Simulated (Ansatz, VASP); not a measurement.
# BaTiO3: VASP beside Ansatz

INCAR

```
PREC = Accurate ; ENCUT = 520
EDIFF = 1E-6 ; ISMEAR = 0
SIGMA = 0.05 ; LREAL = False
LASPH = True ; NELM = 60
ALGO = Normal ; ISIF = 2
LWAVE = False ; LCHARG = False
GGA = PE ; NBANDS = 28
```

File KPOINTS:

```
Automatic mesh
0
Gamma
  6 6 6
```

File POSCAR:

```
BaTiO3
1.0
    3.0348549325      1.6529946342      2.3563003940
   -3.0348549325      1.6529946342      2.3563003940
    0.0000000000     -3.3059892684      2.3563003940
Ba Ti O
1 1 3
Direct
    0.0049545205      0.0049545205      0.0049545205
    0.5191875227      0.5191875227      0.5191875227
    0.4883938465      0.4883938465      0.9777702638
    0.4883938465      0.9777702638      0.4883938465
    0.9777702638      0.4883938465      0.4883938465
```

Input for Ansatz:

```yaml
crystal:
  lattice:
    - [3.0348549325, 1.6529946342, 2.356300394]
    - [-3.0348549325, 1.6529946342, 2.356300394]
    - [0.0, -3.3059892684, 2.356300394]
  atoms:
    - { symbol: Ba, position: [0.0049545205, 0.0049545205, 0.0049545205] }
    - { symbol: Ti, position: [0.5191875227, 0.5191875227, 0.5191875227] }
    - { symbol: O, position: [0.4883938465, 0.4883938465, 0.9777702638] }
    - { symbol: O, position: [0.4883938465, 0.9777702638, 0.4883938465] }
    - { symbol: O, position: [0.9777702638, 0.4883938465, 0.4883938465] }
basis:
  ecutwfc: 420
kpoints:
  mp_grid: { grid: [6, 6, 6] }
hamiltonian:
  xc: pbe
scf:
  occupations: { method: gaussian, width: 0.05 }
output:
  forces: true
  stress: true
  eigenvalues: true
```

Change from the starting cell: strain +0.0600 x Voigt [1, 0, 0, 0, 0, 0], atoms carried along.

Alike in both runs: task single point; functional PBE; k mesh 6 × 6 × 6; occupations gaussian, width 0.05 eV; no spin polarisation.

```csv
,VASP,Ansatz
version,VASP 6.6.1,Ansatz 0.2.0
potentials or method,"VASP PAW PBE potentials, release 64 (Ba_sv, Ti_sv, O), cutoff 520 eV","scalar-relativistic, plane waves, PAW"
valence electrons in the cell,40,40
```

|  | VASP | Ansatz | Ansatz less VASP |
| --- | --- | --- | --- |
| gap on the k mesh at the Fermi level (eV) | 2.26 | 2.30 | +0.033 |
| least direct gap on the mesh (eV) | 2.79 | 2.80 | +0.009 |
| pressure (GPa) | -6.6 | -7.8 | -1.27 |
| traceless stress, the component that is largest in VASP (GPa) | -7.37 | -7.22 | +0.146 |
| rms of the force components (eV/Å) | 0.268 | 0.290 | +0.0223 |

Atom by atom the forces differ by 0.033 eV/Å (rms over components). The functional is the same, so the differences come from potentials, cutoffs and numerics.

Neither program's run includes spin-orbit coupling.
